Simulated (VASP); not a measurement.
# Ti (I4/mmm) in VASP: further runs

Runs on Ti. Level: r2SCAN. Tasks: single point.

Program: VASP 6.6.1. These are calculated values, not measurements. Logs are shortened: lines on timing, memory, paths and dates and some standing lists are left out, and cuts for length are marked.

## (1) The cell of the first run

It takes space group I4/mmm (No. 139, tetragonal). Conventional cell: a = 2.756 Å, b = 2.756 Å, c = 4.060 Å, α = 90.00°, β = 90.00°, γ = 90.00°. Ti (site symmetry 4/mmm) has 12 Ti at 2.76 to 2.81 Å within 3.6 Å.

## (2) Single point, r2SCAN (strain -0.040 along x and y, +0.000 along z)

Contents of POSCAR:

```
Ti
1.0
    0.0000000000      1.9488000000      2.0300000000
    1.9488000000      0.0000000000      2.0300000000
    1.9488000000      1.9488000000      0.0000000000
Ti
1
Direct
    0.0000000000      0.0000000000      0.0000000000
```

Contents of INCAR.step1:

```
ALGO = Normal ; EDIFF = 1E-4
ENCUT = 520 ; GGA = PE
ISMEAR = 0 ; LASPH = True
LCHARG = False ; LREAL = False
LWAVE = True ; NBANDS = 12
NELM = 80 ; PREC = Accurate
SIGMA = 0.15
```

Contents of INCAR.step2:

```
ALGO = Normal ; EDIFF = 1E-7
ENCUT = 520 ; ISIF = 2
ISMEAR = 0 ; ISTART = 1
LASPH = True ; LCHARG = False
LMIXTAU = True ; LREAL = False
LWAVE = False ; METAGGA = R2SCAN
NBANDS = 12 ; NELM = 80
PREC = Accurate ; SIGMA = 0.15
```

Contents of KPOINTS:

```
k-points
0
Gamma
  20 20 20
```

Potentials or basis: VASP PAW PBE potentials, release 64 (Ti_sv).

The run is started by

```bash
> cat potpaw_PBE.64/Ti_sv/POTCAR > POTCAR
> cp INCAR.step1 INCAR
> mpirun -np 1 vasp_std > vasp.out
> cp INCAR.step2 INCAR
> mpirun -np 1 vasp_std > vasp.out
```

OUTCAR:

```text
EDIFF = 1E-7
   ENCUT = 520
   ISIF = 2
   ISMEAR = 0
   ISTART = 1
   LASPH = True
   LREAL = False
   METAGGA = R2SCAN
   NELM = 80
   PREC = Accurate

 ion  position               nearest neighbor table
   1  0.000  0.000  0.000-

  LATTYP: Found a body centered tetragonal cell.
 ALAT       =     2.7560193904
 C/A-ratio  =     1.4731391275

  Lattice vectors:

 A1 = (  -1.9488000000,   0.0000000000,   2.0300000000)
 A2 = (   1.9488000000,   0.0000000000,   2.0300000000)
 A3 = (   0.0000000000,   1.9488000000,  -2.0300000000)

Analysis of symmetry for initial positions (statically):
=====================================================================
 Subroutine PRICEL returns:
 Original cell was already a primitive cell.

 Routine SETGRP: Setting up the symmetry group for a
 body centered tetragonal supercell.

 Subroutine GETGRP returns: Found 16 space group operations
 (whereof 16 operations were pure point group operations)
 out of a pool of 16 trial point group operations.

The static configuration has the point symmetry D_4h.

Analysis of symmetry for dynamics (positions and initial velocities):
=====================================================================
 Subroutine PRICEL returns:
 Original cell was already a primitive cell.

 Routine SETGRP: Setting up the symmetry group for a
 body centered tetragonal supercell.

 Subroutine GETGRP returns: Found 16 space group operations
 (whereof 16 operations were pure point group operations)
 out of a pool of 16 trial point group operations.

The dynamic configuration has the point symmetry D_4h.

 Subroutine INISYM returns: Found 16 space group operations
 (whereof 16 operations are pure point group operations),
 and found     1 'primitive' translations

----------------------------------------------------------------------------------------

                                     Primitive cell

  volume of cell :      15.4192

  direct lattice vectors                    reciprocal lattice vectors
     0.000000000  1.948800000  2.030000000    -0.256568144  0.256568144  0.246305419
     1.948800000  0.000000000  2.030000000     0.256568144 -0.256568144  0.246305419
     1.948800000  1.948800000  0.000000000     0.256568144  0.256568144 -0.246305419

  length of vectors
     2.814022288  2.814022288  2.756019390     0.438543937  0.438543937  0.438543937

  position of ions in fractional coordinates (direct lattice)
     0.000000000  0.000000000  0.000000000

  ion indices of the primitive-cell ions
   primitive index   ion index
                 1           1

----------------------------------------------------------------------------------------

 KPOINTS: k-points

Automatic generation of k-mesh.
 Grid dimensions read from file:
 generate k-points for:   20   20   20

 Generating k-lattice:

  Cartesian coordinates                     Fractional coordinates (reciprocal lattice)
    -0.012828407  0.012828407  0.012315271     0.050000000 -0.000000000  0.000000000
     0.012828407 -0.012828407  0.012315271    -0.000000000  0.050000000  0.000000000
     0.012828407  0.012828407 -0.012315271     0.000000000  0.000000000  0.050000000

  Length of vectors
     0.021927197  0.021927197  0.021927197

  Shift w.r.t. Gamma in fractional coordinates (k-lattice)
     0.000000000  0.000000000  0.000000000

 Subroutine IBZKPT returns following result:
 ===========================================

 Found    641 irreducible k-points:

 Following reciprocal coordinates:
            Coordinates               Weight
  0.000000  0.000000  0.000000      1.000000
  0.050000  0.000000  0.000000      8.000000
  0.100000  0.000000  0.000000      8.000000
  0.150000  0.000000  0.000000      8.000000
  0.200000  0.000000  0.000000      8.000000
  0.250000  0.000000  0.000000      8.000000
[... 16 lines left out ...]
 -0.400000  0.050000  0.000000      8.000000
 -0.350000  0.050000  0.000000      8.000000
 [... further k-points ...]
   k-points           NKPTS =    641   k-points in BZ     NKDIM =    641   number of bands    NBANDS=     12
   number of dos      NEDOS =    301   number of ions     NIONS =      1
   total plane-waves  NPLWV =  11520
   dimension x,y,z NGX =    24 NGY =   24 NGZ =   20
   dimension x,y,z NGXF=    48 NGYF=   48 NGZF=   40
   ions per type =               1
   NGX,Y,Z   is equivalent  to a cutoff of  14.18, 14.18, 12.06 a.u.
   NGXF,Y,Z  is equivalent  to a cutoff of  28.36, 28.36, 24.13 a.u.
 SYSTEM =  unknown system
   PREC   = accura    normal or accurate (medium, high low for compatibility)
   ISTART =      1    job   : 0-new  1-cont  2-samecut
   ICHARG =      0    charge: 1-file 2-atom 10-const
   ISPIN  =      1    spin polarized calculation?
   LNONCOLLINEAR =      F non collinear calculations
   LSORBIT =      F    spin-orbit coupling
   LASPH  =      T    aspherical Exc in radial PAW
   ENCUT  =  520.0 eV  38.22 Ry    6.18 a.u.   5.23  5.23  5.12*2*pi/ulx,y,z
   NELM   =     80;   NELMIN=  2; NELMDL=  0     # of ELM steps
   EDIFF  = 0.1E-06   stopping-criterion for ELM
   LREAL  =      F    real-space projection
   EDIFFG = 0.1E-05   stopping-criterion for IOM
   NSW    =      0    number of steps for IOM
   IBRION =     -1    ionic relax: 0-MD 1-quasi-New 2-CG
   NFREE  =      0    steps in history (QN), initial steepest desc. (CG)
   ISIF   =      2    stress and relaxation
   ISYM   =      2    0-nonsym 1-usesym 2-fastsym
   POTIM  = 0.5000    time-step for ionic-motion
   TEBEG  =    0.0;   TEEND  =   0.0 temperature during run
   PSTRESS=    0.0 pullay stress
   NELECT =      12.0000    total number of electrons
   NUPDOWN=      -1.0000    fix difference up-down
   EMIN   =  10.00;   EMAX   =-10.00  energy-range for DOS
   EFERMI =   0.00;   METHOD = LEGACY
   ISMEAR =     0;   SIGMA  =   0.15  broadening in eV -4-tet -1-fermi 0-gaus
   EFERMI_NEDOS =   21; number of points for ismear=-14 and -15
   IALGO  =     38    algorithm
   IMIX   =      4    mixing-type and parameters
     AMIX     =   0.40;   BMIX     =  1.00
     AMIX_MAG =   1.60;   BMIX_MAG =  1.00
  volume/ion in A,a.u.               =      15.42       104.05
  Fermi-wavevector in a.u.,A,eV,Ry     =   1.505850  2.845644 30.852357  2.267584
  Thomas-Fermi vector in A             =   2.616645
   LORBIT       =      0    0 simple, 1 ext, 2 COOP (PROOUT), +10 PAW based schemes
   METAGGA = R2SCAN    functional components
   LHFCALC =     F    Hartree Fock is set to
   AEXX    =    0.0000 exact exchange contribution
   IVDW    =     0    specifies the selected vdW correction
   LEPSILON=     F    determine dielectric tensor
   LRPA    =     F    only Hartree local field effects (RPA)
 non-spin polarized calculation
 Gauss-broadening in eV      SIGMA  =   0.15
  energy-cutoff  :      520.00
  volume of cell :       15.42
 maximum number of plane-waves:       429
 NGX is ok and might be reduce to    24
   NGX = 11   NGY = 11   NGZ = 11

 number of electron      11.9999999 magnetization

 Free energy of the ion-electron system (eV)
  ---------------------------------------------------
  ext. energy  EPLUGINS =         0.00000000
  ---------------------------------------------------
  free energy    TOTEN  =       -12.79014034 eV

  energy without entropy =      -12.77400017  energy(sigma->0) =      -12.78207026

 E-fermi :   9.5766     XC(G=0): -13.0345

 val. band max:        9.5733786263   @ k =  -0.4500   0.1500   0.3000
 cond. band min:       9.5779857976   @ k =  -0.2000   0.0000   0.1000
 fundamental gap:      0.0046071713
 Fermi energy:         9.5766067741

 k-point     1 :       0.0000    0.0000    0.0000
  band No.  band energies     occupation
      1     -49.2557      2.00000
      2     -23.8948      2.00000
      3     -23.8911      2.00000
      4     -23.8911      2.00000
      5       2.8692      2.00000
      6      10.4154      0.00000
      7      10.7877      0.00000
      8      10.7877      0.00000
      9      12.5111      0.00000
     10      12.9567      0.00000
     11      26.0333      0.00000
     12      30.7023      0.00000

 k-point     2 :       0.0500    0.0000    0.0000
  band No.  band energies     occupation
      1     -49.2507      2.00000
      2     -23.9186      2.00000
      3     -23.8973      2.00000
      4     -23.8936      2.00000
      5       2.9638      2.00000
      6      10.4175      0.00000
      7      10.7545      0.00000
      8      10.8237      0.00000
      9      12.4903      0.00000
     10      12.9264      0.00000
     11      26.1358      0.00000
     12      30.4255      0.00000

 k-point     3 :       0.1000    0.0000    0.0000
  band No.  band energies     occupation
      1     -49.2362      2.00000
      2     -23.9943      2.00000
      3     -23.9083      2.00000
      4     -23.9007      2.00000
      5       3.2411      2.00000
      6      10.3475      0.00000
      7      10.7336      0.00000
      8      10.9225      0.00000
      9      12.4445      0.00000
     10      12.8485      0.00000
     11      26.3866      0.00000
     12      29.2313      0.00000

 k-point     4 :       0.1500    0.0000    0.0000
  band No.  band energies     occupation
      1     -49.2135      2.00000
      2     -24.1112      2.00000
      3     -23.9251      2.00000
      4     -23.9117      2.00000
      5       3.6824      2.00000
      6      10.1370      0.00000
      7      10.7933      0.00000
      8      11.0527      0.00000
      9      12.4237      0.00000
     10      12.7636      0.00000
     11      26.5401      0.00000
     12      27.8642      0.00000

 k-point     5 :       0.2000    0.0000    0.0000
  band No.  band energies     occupation
      1     -49.1848      2.00000
      2     -24.2568      2.00000
      3     -23.9463      2.00000
      4     -23.9256      2.00000
      5       4.2536      2.00000
      6       9.8759      0.00477
      7      10.8358      0.00000
      8      11.1558      0.00000
      9      12.5010      0.00000
     10      12.7400      0.00000
     11      25.7739      0.00000
     12      27.2700      0.00000
[... 228 lines left out ...]
      1     -49.0466      2.00000
      2     -24.9030      2.00000
      3     -24.0597      2.00000
      4     -23.9952      2.00000
      5       6.6480      2.00000
      6      10.0782      0.00000
      7      10.4584      0.00000
      8      10.8127      0.00000
      9      13.8942      0.00000
     10      14.1824      0.00000
     11      19.5693      0.00000
     12      25.2908      0.00000

 k-point    22 :      -0.4500    0.0500    0.0000
  band No.  band energies     occupation
      1     -49.0478      2.00000
      2     -24.8982      2.00000
      3     -24.0621      2.00000
      4     -23.9901      2.00000
      5       6.6387      2.00000
      6      10.1060      0.00000
      7      10.4056      0.00000
      8      10.8107      0.00000
      9      13.7997      0.00000
     10      14.2365      0.00000
     11      19.6515      0.00000
     12      25.3071      0.00000

 k-point    23 :      -0.4000    0.0500    0.0000
  band No.  band energies     occupation
      1     -49.0590      2.00000
      2     -24.8473      2.00000
      3     -24.0567      2.00000
      4     -23.9805      2.00000
      5       6.5347      2.00000
      6       9.9361      0.00070
      7      10.3735      0.00000
      8      10.8637      0.00000
      9      13.5817      0.00000
     10      14.1033      0.00000
     11      20.2866      0.00000
     12      25.5169      0.00000

 k-point    24 :      -0.3500    0.0500    0.0000
  band No.  band energies     occupation
      1     -49.0792      2.00000
      2     -24.7548      2.00000
      3     -24.0441      2.00000
      4     -23.9674      2.00000
      5       6.2776      2.00000
      6       9.6402      0.54903
      7      10.4771      0.00000
      8      10.9641      0.00000
      9      13.2785      0.00000
     10      13.8266      0.00000
     11      21.3118      0.00000
     12      25.8912      0.00000

 [... further k-points ...]
[... 5 lines left out ...]
  --------------------------------------------------------------------------------------
  -------------------------------------------------------------------------------------
  Total        1.6286188      1.6286188      1.5147702      0.0000000      0.0000000      0.0000000
  in kB      169.2269173    169.2269173    157.3971116      0.0000000      0.0000000      0.0000000
  external PRESSURE =     165.2836487 kB  Pullay stress =       0.0000000 kB

 VOLUME and BASIS-vectors are now :
 -----------------------------------------------------------------------------
  energy-cutoff  :      520.00
  volume of cell :       15.42
      direct lattice vectors                 reciprocal lattice vectors
     0.000000000  1.948800000  2.030000000    -0.256568144  0.256568144  0.246305419
     1.948800000  0.000000000  2.030000000     0.256568144 -0.256568144  0.246305419
     1.948800000  1.948800000  0.000000000     0.256568144  0.256568144 -0.246305419

 POSITION                                       TOTAL-FORCE (eV/Angst)
 -----------------------------------------------------------------------------------
      0.00000      0.00000      0.00000        -0.000000      0.000000      0.000000
 -----------------------------------------------------------------------------------
    total drift:                                0.000000      0.000000     -0.000000

  FREE ENERGIE OF THE ION-ELECTRON SYSTEM (eV)
  ---------------------------------------------------
  free  energy   TOTEN  =       -12.7901403447 eV

  energy  without entropy=      -12.7740001749  energy(sigma->0) =      -12.78207026
```

Wall time 6.8 min (1 thread of Intel Xeon Platinum 8259CL at 2.50GHz (Skylake/Cascade Lake), shared host); peak memory 0.23 GiB.

What came out:

```
Free energy            : -12.7901 eV
Pressure               : 16.5 GPa
Band gap on the k mesh : zero (bands 6 and 7 overlap by 1.58 eV)
```

Stress tensor (GPa, compression positive):
```
16.92  0.00  0.00
 0.00 16.92  0.00
 0.00  0.00 15.74
```

Caveat: the cell differs from its parent crystal (strain -0.040 along x and y, +0.000 along z); the cell stands under pressure; the PAW data sets were made with another functional, which shifts forces and pressure a little.

## (3) Single point, r2SCAN (strain -0.040 along x and y, +0.040 along z)

Contents of POSCAR:

```
Ti
1.0
    0.0000000000      1.9488000000      2.1112000000
    1.9488000000      0.0000000000      2.1112000000
    1.9488000000      1.9488000000      0.0000000000
Ti
1
Direct
    0.0000000000      0.0000000000      0.0000000000
```

Contents of INCAR.step1:

```
SYSTEM = Ti
  PREC = Accurate
  ENCUT = 520
  ISMEAR = 0
  SIGMA = 0.15
  LREAL = .FALSE.
  LASPH = .TRUE.
  NELM = 60
  NBANDS = 12
  GGA = PE
  ALGO = Normal
  EDIFF = 1E-4
  LWAVE = .TRUE.
  LCHARG = .FALSE.
```

Contents of INCAR.step2:

```
SYSTEM = Ti
  PREC = Accurate
  ENCUT = 520
  EDIFF = 1E-6
  ISMEAR = 0
  SIGMA = 0.15
  LREAL = .FALSE.
  LASPH = .TRUE.
  NELM = 60
  ALGO = Normal
  ISIF = 2
  LWAVE = .FALSE.
  LCHARG = .TRUE.
  METAGGA = R2SCAN
  LMIXTAU = .TRUE.
  LELF = .TRUE.
  LVHAR = .TRUE.
  NBANDS = 12
  ISTART = 1
```

Contents of KPOINTS:

```
regular mesh
0
G
  20 20 20
  0 0 0
```

Potentials or basis: VASP PAW PBE potentials, release 64 (Ti_sv).

The run is started by

```bash
> cat potpaw_PBE.64/Ti_sv/POTCAR > POTCAR
> cp INCAR.step1 INCAR
> mpirun -np 1 vasp_std > vasp.out
> cp INCAR.step2 INCAR
> mpirun -np 1 vasp_std > vasp.out
```

Wall time 5.6 min (1 thread of Intel Xeon Platinum 8259CL at 2.50GHz (Skylake/Cascade Lake), shared host); peak memory 0.24 GiB.

The run converged. Its results:

| Quantity | Value |
| --- | --- |
| Free energy | -12.8380 eV |
| Pressure | 10.4 GPa |
| Band gap on the k mesh | zero (bands 6 and 7 overlap by 1.53 eV) |

Stress tensor (GPa, compression positive):
```
11.06  0.00  0.00
 0.00 11.06  0.00
 0.00  0.00  8.92
```

Levels at points of the mesh, in eV from the Fermi level:
| k point | band 3 | band 4 | band 5 | band 6 | band 7 | band 8 | band 9 | band 10 |
| --- | --- | --- | --- | --- | --- | --- | --- | --- |
| (0.00, 0.00, 0.00) | -33.58 | -33.58 | -6.62 | 0.62 | 1.34 | 1.34 | 2.59 | 3.44 |
| (0.50, 0.00, 0.00) | -33.74 | -33.65 | -2.88 | 0.61 | 0.72 | 1.36 | 4.06 | 4.36 |
| (0.50, 0.50, 0.00) | -33.82 | -33.82 | -2.93 | -1.83 | 2.16 | 4.31 | 4.47 | 4.47 |
| (0.50, 0.00, 0.50) | -34.01 | -33.85 | -2.96 | -2.03 | 3.83 | 4.19 | 4.21 | 4.77 |

Caveat: the cell differs from its parent crystal (strain -0.040 along x and y, +0.040 along z); the cell stands under pressure; the PAW data sets were made with another functional, which shifts forces and pressure a little.

[end of part 1 of 2]
